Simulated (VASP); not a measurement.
Input of a VASP 6.6.1 run:

INCAR

```
SYSTEM = Si7O16
PREC = Accurate ; ENCUT = 520
EDIFF = 1E-6 ; ISMEAR = -1
SIGMA = 0.05 ; LREAL = Auto
LASPH = .TRUE. ; NELM = 60
ALGO = Normal ; ISIF = 2
LWAVE = .FALSE. ; LCHARG = .TRUE.
GGA = PE ; IVDW = 12
LELF = .TRUE. ; LVHAR = .TRUE.
NBANDS = 79
```

The input KPOINTS:

```
Automatic mesh
0
G
  2 2 3
  0 0 0
```

File POSCAR:

```
Si7O16
1.0
   -4.1560000000     -4.1560000000      0.0000000000
    4.1560000000     -4.1560000000      0.0000000000
    0.0000000000      0.0000000000      5.3202000000
Si O
7 16
Direct
    0.5006873195      0.5008129211     -0.0020892072
    0.0006890038      0.5007874158      0.2481854066
    0.0006982676      0.5007998075      0.7476047893
    0.0006917709      0.0007942733     -0.0021036803
    0.5006951396      0.0007964389      0.2500635314
    0.0006995910      0.0007806785      0.4978863577
    0.5006948989      0.0007815207      0.7457210255
    0.1946705967      0.5007990857     -0.0020948461
    0.0006867180      0.1949244466      0.2465815195
    0.8067228104      0.5008051011     -0.0021096951
    0.0006868383      0.8066461742      0.2465781362
    0.1875267084      0.5007822425      0.4979085373
    0.0006801011      0.1949310635      0.7491985264
    0.8138266362      0.5007816410      0.4978968836
    0.0006846728      0.8066596487      0.7491985264
    0.6998425168      0.0007980029     -0.0021189053
    0.5007022377      0.7066671078      0.2321016127
    0.3015452358      0.0007966795     -0.0021057479
    0.5006988691      0.2949349134      0.2320762377
    0.6971453321      0.0008058229      0.4978921845
    0.5006827478      0.7066444899      0.7636898989
    0.3042343600      0.0008108758      0.4978925604
    0.5006796198      0.2949264918      0.7637227924
```

Potentials or basis: VASP PAW PBE potentials, release 64 (Si, O).

Command:

```sh
$ cat potpaw_PBE.64/Si/POTCAR potpaw_PBE.64/O/POTCAR > POTCAR
$ mpirun -np 1 vasp_std > vasp.out
```

(1) Predict the largest force.

(2) What does it give for the dispersion energy per atom?

(3) Predict the band gap on the k mesh.

(4) What does it give for the pressure?

Answers

(1) 0.058 eV/Å.

(2) -0.217 eV.

(3) zero (bands 62 and 63 overlap by 0.15 eV).

(4) 11.1 GPa.

Caveat: the k points lie up to 0.53 Å⁻¹ apart.
